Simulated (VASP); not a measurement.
# Na3AlO3 (C2/m) in VASP: single point with PBE

Aim: the single point of Na3AlO3 with PBE.

Everything below comes from runs of VASP 6.6.1. Logs are shortened: lines on timing, memory, paths and dates and some standing lists are left out, and cuts for length are marked.

## 1. The cell of the first run

It takes space group C2/m (No. 12, monoclinic). The conventional cell has a = 5.888 Å, b = 12.788 Å, c = 5.520 Å, α = 90.00°, β = 104.86°, γ = 90.00°. Na (site symmetry 2) has 4 O at 2.29 to 2.33 Å and 4 Na at 2.95 to 3.00 Å within 3.1 Å. Na (site symmetry m) has 4 O at 2.28 to 2.48 Å and 2 Na at 2.85 to 3.07 Å and 2 Al at 2.90 Å within 3.1 Å. Na (site symmetry 2) has 6 O at 2.41 to 2.97 Å and 3 Al at 2.98 to 3.07 Å and 2 Na at 3.00 Å within 3.2 Å. Within 2.3 Å of Al (site symmetry 2) lie 4 O at 1.75 to 1.84 Å. O (site symmetry 1) has 1 Al at 1.75 Å and 4 Na at 2.29 to 2.48 Å within 2.5 Å. O (site symmetry m) has 2 Al at 1.84 Å and 2 Na at 2.28 to 2.45 Å within 2.5 Å.

## 2. Single point, PBE

INCAR

```
  PREC = Accurate
  ENCUT = 520
  EDIFF = 1E-6
  ISMEAR = 0
  SIGMA = 0.1
  LREAL = False
  LASPH = True
  NELM = 60
  ALGO = Normal
  ISIF = 2
  LWAVE = False
  LCHARG = False
  GGA = PE
  NBANDS = 55
```

KPOINTS

```
regular mesh
0
Gamma
  4 4 4
```

POSCAR

```
Na3AlO3
1.0
    1.4147362629      0.0000000000     -5.3355472157
    5.8882200388      0.0000000000     -0.0010179855
    2.9441100194     -6.3941144370     -0.0005089927
Na Al O
6 2 6
Direct
    0.5000000000      0.2401156140      0.5197687721
    0.5000000000      0.7598843860      0.4802312279
    0.5292769482      0.2333746701      0.0000000000
    0.4707230518      0.7666253299      0.0000000000
    1.0000000000      0.3327053154      0.3345893692
    0.0000000000      0.6672946846      0.6654106308
    0.0000000000      0.9003201716      0.1993596568
    1.0000000000      0.0996798284      0.8006403432
    0.2338168194      0.6266558138      0.3334336132
    0.7661831806      0.0399105730      0.3334336132
    0.8482973467      0.8574240616      0.0000000000
    0.2338168194      0.9600894270      0.6665663868
    0.7661831806      0.3733441862      0.6665663868
    0.1517026533      0.1425759384      0.0000000000
```

Potentials or basis: VASP PAW PBE potentials, release 64 (Na_pv, Al, O).

On the command line:

```
cat potpaw_PBE.64/Na_pv/POTCAR potpaw_PBE.64/Al/POTCAR potpaw_PBE.64/O/POTCAR > POTCAR
mpirun -np 1 vasp_std > vasp.out
```

OUTCAR:

```text
PREC = Accurate
   ENCUT = 520
   EDIFF = 1E-6
   ISMEAR = 0
   LREAL = False
   LASPH = True
   NELM = 60
   ISIF = 2
   GGA = PE

 ion  position               nearest neighbor table
   1  0.500  0.240  0.520-   9 2.29  10 2.29  13 2.33  12 2.33
   2  0.500  0.760  0.480-  13 2.29  12 2.29   9 2.33  10 2.33
   3  0.529  0.233  0.000-  14 2.28   7 2.90   8 2.90
   4  0.471  0.767  0.000-  11 2.28   8 2.90   7 2.90
   5  0.000  0.333  0.335-   8 2.98   7 3.07   7 3.07
   6  0.000  0.667  0.665-   7 2.98   8 3.07   8 3.07
   7  0.000  0.900  0.199-   9 1.75  10 1.75  11 1.84  14 1.84   8 2.55   3 2.90   4 2.90   6 2.98
                             5 3.07   5 3.07
   8  0.000  0.100  0.801-  13 1.75  12 1.75  14 1.84  11 1.84   7 2.55   4 2.90   3 2.90   5 2.98
                             6 3.07   6 3.07
   9  0.234  0.627  0.333-   7 1.75   1 2.29   2 2.33
  10  0.766  0.040  0.333-   7 1.75   1 2.29   2 2.33
  11  0.848  0.857  0.000-   7 1.84   8 1.84   4 2.28
  12  0.234  0.960  0.667-   8 1.75   2 2.29   1 2.33
  13  0.766  0.373  0.667-   8 1.75   2 2.29   1 2.33
  14  0.152  0.143  0.000-   8 1.84   7 1.84   3 2.28

  LATTYP: Found a base centered monoclinic cell.
 ALAT       =     5.8882201268
 B/A-ratio  =     2.1718326759
 C/A-ratio  =     0.9374517654
 COS(beta)  =    -0.2564635130

  Lattice vectors:

 A1 = (  -2.9441100194,  -6.3941144370,   0.0005089928)
 A2 = (  -2.9441100194,   6.3941144370,   0.0005089927)
 A3 = (   1.4147362629,   0.0000000000,  -5.3355472157)

Analysis of symmetry for initial positions (statically):
=====================================================================
 Subroutine PRICEL returns:
 Original cell was already a primitive cell.

 Routine SETGRP: Setting up the symmetry group for a
 base centered monoclinic supercell.

 Subroutine GETGRP returns: Found  4 space group operations
 (whereof  4 operations were pure point group operations)
 out of a pool of  4 trial point group operations.

The static configuration has the point symmetry C_2h.

Analysis of symmetry for dynamics (positions and initial velocities):
=====================================================================
 Subroutine PRICEL returns:
 Original cell was already a primitive cell.

 Routine SETGRP: Setting up the symmetry group for a
 base centered monoclinic supercell.

[... 139 lines left out ...]
   NUPDOWN=      -1.0000    fix difference up-down
   EMIN   =  10.00;   EMAX   =-10.00  energy-range for DOS
   EFERMI =   0.00;   METHOD = LEGACY
   ISMEAR =     0;   SIGMA  =   0.10  broadening in eV -4-tet -1-fermi 0-gaus
   EFERMI_NEDOS =   21; number of points for ismear=-14 and -15
   IALGO  =     38    algorithm
   IMIX   =      4    mixing-type and parameters
     AMIX     =   0.40;   BMIX     =  1.00
     AMIX_MAG =   1.60;   BMIX_MAG =  1.00
  volume/ion in A,a.u.               =      14.35        96.83
  Fermi-wavevector in a.u.,A,eV,Ry     =   1.224222  2.313444 20.391309  1.498719
  Thomas-Fermi vector in A             =   2.359304
   LORBIT       =      0    0 simple, 1 ext, 2 COOP (PROOUT), +10 PAW based schemes
   GGA     = PE    functional components
   LHFCALC =     F    Hartree Fock is set to
   AEXX    =    0.0000 exact exchange contribution
   IVDW    =     0    specifies the selected vdW correction
   LEPSILON=     F    determine dielectric tensor
   LRPA    =     F    only Hartree local field effects (RPA)
 non-spin polarized calculation
 Gauss-broadening in eV      SIGMA  =   0.10
  energy-cutoff  :      520.00
  volume of cell :      200.87
 maximum number of plane-waves:      5434
 NGX is ok and might be reduce to    42
   NGX = 21   NGY = 21   NGZ = 27

 number of electron      83.9999994 magnetization

 Free energy of the ion-electron system (eV)
  ---------------------------------------------------
  ext. energy  EPLUGINS =         0.00000000
  ---------------------------------------------------
  free energy    TOTEN  =       -72.87903547 eV

  energy without entropy =      -72.87903547  energy(sigma->0) =      -72.87903547

 E-fermi :   1.1604     XC(G=0):  -8.7353

 val. band max:        0.7097867450   @ k =   0.5000   0.5000   0.2500
 cond. band min:       3.2243579261   @ k =   0.0000   0.0000   0.0000
 fundamental gap:      2.5145711812
 Fermi energy:         1.1603790085

 k-point     1 :       0.0000    0.0000    0.0000
  band No.  band energies     occupation
      1     -21.5962      2.00000
      2     -21.4458      2.00000
      3     -21.4046      2.00000
      4     -21.3820      2.00000
      5     -21.3819      2.00000
      6     -21.3763      2.00000
[... 1357 lines left out ...]
     53      10.3574      0.00000
     54      10.7562      0.00000
 [bands above 54 left out]

------------------------ aborting loop because EDIFF is reached ----------------------------------------

  FORCE on cell =-STRESS in cart. coord.  units (eV):
  Direction    XX          YY          ZZ          XY          YZ          ZX
  --------------------------------------------------------------------------------------
  -------------------------------------------------------------------------------------
  Total        0.0543990      0.0741713      0.1179089      0.0000000     -0.0000000      0.0147545
  in kB        0.4338886      0.5915931      0.9404459      0.0000000     -0.0000000      0.1176827
  external PRESSURE =       0.6553092 kB  Pullay stress =       0.0000000 kB

 VOLUME and BASIS-vectors are now :
 -----------------------------------------------------------------------------
  energy-cutoff  :      520.00
  volume of cell :      200.87
      direct lattice vectors                 reciprocal lattice vectors
     1.414736263  0.000000000 -5.335547216    -0.000032404 -0.000000000 -0.187430793
     5.888220039  0.000000000 -0.001017986     0.169838395  0.078196911  0.045033157
     2.944110019 -6.394114437 -0.000508993     0.000000000 -0.156393823  0.000000000

 POSITION                                       TOTAL-FORCE (eV/Angst)
 -----------------------------------------------------------------------------------
      3.65148     -3.32346     -2.66828        -0.000000     -0.000895      0.000000
      6.59559     -3.07065     -2.66879        -0.000000      0.000895     -0.000000
      2.12295      0.00000     -2.82422         0.005112      0.000000      0.003144
      5.18001      0.00000     -2.51235        -0.005112      0.000000     -0.003144
      2.94411     -2.13940     -0.00051        -0.000000      0.003781     -0.000000
      5.88822     -4.25471     -0.00102        -0.000000     -0.003781      0.000000
      5.88822     -1.27473     -0.00102        -0.000000      0.006468     -0.000000
      2.94411     -5.11939     -0.00051        -0.000000     -0.006468      0.000000
      5.00234     -2.13201     -1.24835        -0.009344     -0.009911     -0.008710
      2.30061     -2.13201     -4.08822         0.009344     -0.009911      0.008710
      6.24882      0.00000     -4.52700        -0.009442      0.000000     -0.002452
      7.94645     -4.26210     -1.24886        -0.009344      0.009911     -0.008710
      5.24472     -4.26210     -4.08873         0.009344      0.009911      0.008710
      1.05414      0.00000     -0.80956         0.009442      0.000000      0.002452
 -----------------------------------------------------------------------------------
    total drift:                                0.000000      0.000000     -0.000000

  FREE ENERGIE OF THE ION-ELECTRON SYSTEM (eV)
  ---------------------------------------------------
  free  energy   TOTEN  =       -72.8790354730 eV

  energy  without entropy=      -72.8790354730  energy(sigma->0) =      -72.87903547
```

OSZICAR:

```text
N       E                     dE             d eps       ncg     rms          rms(c)
DAV:   1     0.104549719612E+04    0.10455E+04   -0.41395E+04  2640   0.177E+03
DAV:   2     0.862833946021E+02   -0.95921E+03   -0.90639E+03  2856   0.500E+02
DAV:   3    -0.780968240003E+02   -0.16438E+03   -0.16098E+03  2978   0.205E+02
DAV:   4    -0.876030664874E+02   -0.95062E+01   -0.94146E+01  3096   0.509E+01
DAV:   5    -0.878869289996E+02   -0.28386E+00   -0.28331E+00  3124   0.913E+00    0.205E+01
DAV:   6    -0.734153793840E+02    0.14472E+02   -0.52680E+01  4084   0.510E+01    0.744E+00
DAV:   7    -0.731567338454E+02    0.25865E+00   -0.35224E+00  2940   0.906E+00    0.436E+00
DAV:   8    -0.728846709203E+02    0.27206E+00   -0.11008E+00  3304   0.560E+00    0.109E+00
DAV:   9    -0.728710602696E+02    0.13611E-01   -0.16871E-01  3266   0.206E+00    0.431E-01
DAV:  10    -0.728762597600E+02   -0.51995E-02   -0.12111E-02  2927   0.625E-01    0.170E-01
DAV:  11    -0.728788304282E+02   -0.25707E-02   -0.37043E-03  2990   0.289E-01    0.549E-02
DAV:  12    -0.728790230136E+02   -0.19259E-03   -0.64219E-04  3241   0.147E-01    0.461E-02
DAV:  13    -0.728790270661E+02   -0.40525E-05   -0.13127E-04  2920   0.602E-02    0.196E-02
DAV:  14    -0.728790351866E+02   -0.81205E-05   -0.77067E-05  3010   0.385E-02    0.726E-03
DAV:  15    -0.728790347081E+02    0.47856E-06   -0.12594E-05  2834   0.182E-02    0.375E-03
DAV:  16    -0.728790354730E+02   -0.76500E-06   -0.42527E-06  2305   0.986E-03
   1 F= -.72879035E+02 E0= -.72879035E+02  d E =-.852543E-11
```

stdout:

```text
POSCAR found type information on POSCAR NaAlO
 POSCAR found :  3 types and      14 ions
 scaLAPACK will be used
 LDA part: xc-table for (Slater+PW92), standard interpolation
 POSCAR, INCAR and KPOINTS ok, starting setup
 FFT: planning ... GRIDC
 FFT: planning ... GRID_SOFT
 FFT: planning ... GRID
 WAVECAR not read
 entering main loop
```

It took 8.5 min on 1 thread of Intel Xeon 8259CL, shared host; peak memory 0.43 GiB.

What came out:

```yaml
Free_energy: -72.8790 eV
Pressure: 0.1 GPa
Largest_force: 0.016 eV/Å
Band_gap_on_the_k_mesh: 2.51 eV (least direct gap 2.54 eV)
```

Forces in eV/Å, atoms in the order of the input:
```
Na   0.000 -0.001  0.000
Na   0.000  0.001  0.000
Na   0.005  0.000  0.003
Na  -0.005  0.000 -0.003
Na   0.000  0.004  0.000
Na   0.000 -0.004  0.000
Al   0.000  0.006  0.000
Al   0.000 -0.006  0.000
O   -0.009 -0.010 -0.009
O    0.009 -0.010  0.009
O   -0.009  0.000 -0.002
O   -0.009  0.010 -0.009
O    0.009  0.010  0.009
O    0.009  0.000  0.002
```

Levels at points of the mesh, in eV from the valence-band top:
```
           k point  band 40  band 41  band 42  band 43  band 44  band 45
(0.00, 0.00, 0.00)    -0.28    -0.16    -0.03     2.51     5.77     6.03
(0.50, 0.00, 0.00)    -0.24    -0.07    -0.03     4.35     4.57     6.80
(0.00, 0.50, 0.00)    -0.34    -0.11    -0.08     4.40     4.84     6.27
(0.50, 0.50, 0.00)    -0.23    -0.02    -0.01     4.47     5.58     6.44
(0.00, 0.00, 0.50)    -0.15    -0.13    -0.08     3.77     4.42     6.17
(0.50, 0.00, 0.50)    -0.18    -0.14    -0.10     4.79     5.45     5.67
```

A k mesh can miss the band edges.
